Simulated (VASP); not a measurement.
# Al (P6_3/mmc) in VASP: notebook

Al is run at these levels: PBEsol; tasks: single point.

Program: VASP 6.6.1. These are calculated values, not measurements. Logs are shortened: lines on timing, memory, paths and dates and some standing lists are left out, and cuts for length are marked.

## 1. The cell of the first run

Symmetry: P6_3/mmc, No. 194, hexagonal system. Conventional cell: a = 3.059 Å, b = 3.059 Å, c = 4.867 Å, α = 90.00°, β = 90.00°, γ = 120.00°. Within 4.0 Å of Al (site symmetry -6m2) lie 12 Al at 3.01 to 3.06 Å.

This isn't the form of Al at room conditions, which is fcc.

## 2. Single point, PBEsol (strain +0.0875 x Voigt [1, 1, 0, 0, 0, 0])

File INCAR:

```
SYSTEM = Al
PREC = Accurate
ENCUT = 520
EDIFF = 1E-6
ISMEAR = 0
SIGMA = 0.15
LREAL = .FALSE.
LASPH = .TRUE.
NELM = 80
ALGO = Fast
ISIF = 2
LWAVE = .FALSE.
LCHARG = .TRUE.
GGA = PS
LELF = .TRUE.
LVHAR = .TRUE.
NBANDS = 10
```

File KPOINTS:

```
regular mesh
0
G
  18 18 10
  0 0 0
```

File POSCAR:

```
Al
1.0
    3.0585451948      0.0000000000      0.0000000000
   -1.5292725973      2.6487778373      0.0000000000
    0.0000000000      0.0000000000      4.8668500000
Al
2
Direct
    0.6666666667      0.3333333333      0.7500000000
    0.3333333333      0.6666666667      0.2500000000
```

Potentials or basis: VASP PAW PBE potentials, release 64 (Al).

Command:

```bash
$ cat potpaw_PBE.64/Al/POTCAR > POTCAR
$ mpirun -np 1 vasp_std > vasp.out
```

OUTCAR:

```text
SYSTEM = Al
   PREC = Accurate
   ENCUT = 520
   EDIFF = 1E-6
   ISMEAR = 0
   LREAL = .FALSE.
   LASPH = .TRUE.
   NELM = 80
   ISIF = 2
   GGA = PS

 ion  position               nearest neighbor table
   1  0.667  0.333  0.750-   2 3.01   2 3.01   2 3.01   2 3.01   2 3.01   2 3.01
   2  0.333  0.667  0.250-   1 3.01   1 3.01   1 3.01   1 3.01   1 3.01   1 3.01

  LATTYP: Found a hexagonal cell.
 ALAT       =     3.0585451948
 C/A-ratio  =     1.5912303694

  Lattice vectors:

 A1 = (   3.0585451948,   0.0000000000,   0.0000000000)
 A2 = (  -1.5292725973,   2.6487778373,   0.0000000000)
 A3 = (   0.0000000000,   0.0000000000,   4.8668500000)

Analysis of symmetry for initial positions (statically):
=====================================================================
 Subroutine PRICEL returns:
 Original cell was already a primitive cell.

 Routine SETGRP: Setting up the symmetry group for a
 hexagonal supercell.

 Subroutine GETGRP returns: Found 24 space group operations
 (whereof 12 operations were pure point group operations)
 out of a pool of 24 trial point group operations.

The static configuration has the point symmetry D_3d.
 The point group associated with its full space group is D_6h.

Analysis of symmetry for dynamics (positions and initial velocities):
=====================================================================
 Subroutine PRICEL returns:
 Original cell was already a primitive cell.

 Routine SETGRP: Setting up the symmetry group for a
 hexagonal supercell.

 Subroutine GETGRP returns: Found 24 space group operations
 (whereof 12 operations were pure point group operations)
 out of a pool of 24 trial point group operations.

The dynamic configuration has the point symmetry D_3d.
 The point group associated with its full space group is D_6h.

 Subroutine INISYM returns: Found 24 space group operations
 (whereof 12 operations are pure point group operations),
 and found     1 'primitive' translations

----------------------------------------------------------------------------------------

                                     Primitive cell

  volume of cell :      39.4283

  direct lattice vectors                    reciprocal lattice vectors
     3.058545195  0.000000000  0.000000000     0.326952828  0.188766303  0.000000000
    -1.529272597  2.648777837  0.000000000     0.000000000  0.377532606  0.000000000
     0.000000000  0.000000000  4.866850000     0.000000000  0.000000000  0.205471712

  length of vectors
     3.058545195  3.058545195  4.866850000     0.377532606  0.377532606  0.205471712

  position of ions in fractional coordinates (direct lattice)
[... 89 lines left out ...]
   PSTRESS=    0.0 pullay stress
   NELECT =       6.0000    total number of electrons
   NUPDOWN=      -1.0000    fix difference up-down
   EMIN   =  10.00;   EMAX   =-10.00  energy-range for DOS
   EFERMI =   0.00;   METHOD = LEGACY
   ISMEAR =     0;   SIGMA  =   0.15  broadening in eV -4-tet -1-fermi 0-gaus
   EFERMI_NEDOS =   21; number of points for ismear=-14 and -15
   IALGO  =     68    algorithm
   IMIX   =      4    mixing-type and parameters
     AMIX     =   0.40;   BMIX     =  1.00
     AMIX_MAG =   1.60;   BMIX_MAG =  1.00
  volume/ion in A,a.u.               =      19.71       133.04
  Fermi-wavevector in a.u.,A,eV,Ry     =   0.874022  1.651662 10.393691  0.763915
  Thomas-Fermi vector in A             =   1.993495
   LORBIT       =      0    0 simple, 1 ext, 2 COOP (PROOUT), +10 PAW based schemes
   GGA     = PS    functional components
   LHFCALC =     F    Hartree Fock is set to
   AEXX    =    0.0000 exact exchange contribution
   IVDW    =     0    specifies the selected vdW correction
   LEPSILON=     F    determine dielectric tensor
   LRPA    =     F    only Hartree local field effects (RPA)
 non-spin polarized calculation
 RMM-DIIS sequential band-by-band and
 Gauss-broadening in eV      SIGMA  =   0.15
  energy-cutoff  :      520.00
  volume of cell :       39.43
 maximum number of plane-waves:      1087
 NGX is ok and might be reduce to    24
   NGX = 11   NGY = 11   NGZ = 19

 number of electron       6.0000000 magnetization

 Free energy of the ion-electron system (eV)
  ---------------------------------------------------
  ext. energy  EPLUGINS =         0.00000000
  ---------------------------------------------------
  free energy    TOTEN  =        -7.87493654 eV

  energy without entropy =       -7.86300890  energy(sigma->0) =       -7.86897272

 E-fermi :   6.1820     XC(G=0):  -9.6260

 val. band max:        6.1719008340   @ k =   0.2222   0.2222   0.2000
 cond. band min:       6.1883092129   @ k =   0.3333   0.0556   0.5000
 fundamental gap:      0.0164083789
 Fermi energy:         6.1820273572

 k-point     1 :       0.0000    0.0000    0.0000
  band No.  band energies     occupation
      1      -3.7440      2.00000
      2       2.3554      2.00000
      3       2.4270      2.00000
      4      14.9745      0.00000
      5      14.9745      0.00000
      6      15.8831      0.00000
      7      15.8831      0.00000
      8      17.6605      0.00000
      9      18.1565      0.00000
     10      18.8745      0.00000
[... 287 lines left out ...]
 k-point    24 :       0.3889    0.1111    0.0000
  band No.  band energies     occupation
      1       0.5416      2.00000
      2       2.8473      2.00000
      3       6.4136      0.02899
      4       6.5842      0.00015
      5       8.3041      0.00000
      6       8.8414      0.00000
      7       8.9566      0.00000
      8      14.0374      0.00000
      9      14.4456      0.00000
     10      15.0657      0.00000

 [... further k-points ...]

------------------------ aborting loop because EDIFF is reached ----------------------------------------

  FORCE on cell =-STRESS in cart. coord.  units (eV):
  Direction    XX          YY          ZZ          XY          YZ          ZX
  --------------------------------------------------------------------------------------
  -------------------------------------------------------------------------------------
  Total       -2.4092643     -2.4092643     -2.2531638     -0.0000000      0.0000000      0.0000000
  in kB      -97.9008878    -97.9008878    -91.5577173     -0.0000000      0.0000000      0.0000000
  external PRESSURE =     -95.7864976 kB  Pullay stress =       0.0000000 kB

 VOLUME and BASIS-vectors are now :
 -----------------------------------------------------------------------------
  energy-cutoff  :      520.00
  volume of cell :       39.43
      direct lattice vectors                 reciprocal lattice vectors
     3.058545195  0.000000000  0.000000000     0.326952828  0.188766303  0.000000000
    -1.529272597  2.648777837  0.000000000     0.000000000  0.377532606  0.000000000
     0.000000000  0.000000000  4.866850000     0.000000000  0.000000000  0.205471712

 POSITION                                       TOTAL-FORCE (eV/Angst)
 -----------------------------------------------------------------------------------
      1.52927      0.88293      3.65014        -0.000000      0.000000      0.000000
     -0.00000      1.76585      1.21671         0.000000     -0.000000      0.000000
 -----------------------------------------------------------------------------------
    total drift:                                0.000000      0.000000     -0.000000

  FREE ENERGIE OF THE ION-ELECTRON SYSTEM (eV)
  ---------------------------------------------------
  free  energy   TOTEN  =        -7.8749365434 eV

  energy  without entropy=       -7.8630089047  energy(sigma->0) =       -7.86897272
```

It took 2 min on 1 thread of AMD EPYC 7R43 (Zen 3), shared host; peak memory 0.15 GiB.

What came out:

* Free energy: -7.8749 eV
* Pressure: -9.6 GPa
* Band gap on the k mesh: zero (bands 3 and 4 overlap by 7.12 eV)

Caveat: the cell differs from its parent crystal (strain +0.0875 x Voigt [1, 1, 0, 0, 0, 0]); the cell stands under tension; the PAW data sets were made with another functional, which shifts forces and pressure a little.

## 3. Single point, PBEsol (strain +0.1000 x Voigt [1, 1, 0, 0, 0, 0])

File INCAR:

```
SYSTEM = Al
PREC = Accurate
ENCUT = 520
EDIFF = 1E-7
ISMEAR = 0
SIGMA = 0.15
LREAL = .False.
LASPH = .True.
NELM = 60
ALGO = Fast
ISIF = 2
LWAVE = .False.
LCHARG = .False.
GGA = PS
NBANDS = 10
```

File KPOINTS:

```
Automatic mesh
0
Gamma
  18 18 10
  0 0 0
```

File POSCAR:

```
Al
1.0
    3.0937008866      0.0000000000      0.0000000000
   -1.5468504433      2.6792235596      0.0000000000
    0.0000000000      0.0000000000      4.8668500000
Al
2
Direct
    0.6666666667      0.3333333333      0.7500000000
    0.3333333333      0.6666666667      0.2500000000
```

Potentials or basis: VASP PAW PBE potentials, release 64 (Al).

Command:

```bash
$ cat potpaw_PBE.64/Al/POTCAR > POTCAR
$ mpirun -np 1 vasp_std > vasp.out
```

It took 2.9 min on 1 thread of AMD EPYC 7R43 (Zen 3), shared host; peak memory 0.15 GiB.

It converged, with:

| Quantity | Value |
| --- | --- |
| Free energy | -7.8174 eV |
| Pressure | -10.1 GPa |
| Band gap on the k mesh | zero (bands 3 and 4 overlap by 7.20 eV) |

Stress tensor (GPa, compression positive):
```
-10.44   0.00   0.00
  0.00 -10.44   0.00
  0.00   0.00  -9.55
```

Levels at points of the mesh, in eV from the Fermi level:
```tsv
k point	band 1	band 2	band 3	band 4	band 5	band 6	band 7	band 8
(0.00, 0.00, 0.00)	-9.78	-3.67	-3.61	8.47	8.47	9.46	9.46	11.44
(0.50, 0.00, 0.00)	-4.95	-4.45	0.69	1.18	1.47	1.80	4.40	5.95
(0.00, 0.00, 0.50)	-8.22	-8.22	3.70	3.70	9.76	9.76	9.76	9.76
(0.50, 0.00, 0.50)	-3.44	-3.44	-2.94	-2.94	5.78	5.78	6.99	6.99
```

Caveat: the cell differs from its parent crystal (strain +0.1000 x Voigt [1, 1, 0, 0, 0, 0]); the cell stands under tension; the PAW data sets were made with another functional, which shifts forces and pressure a little.
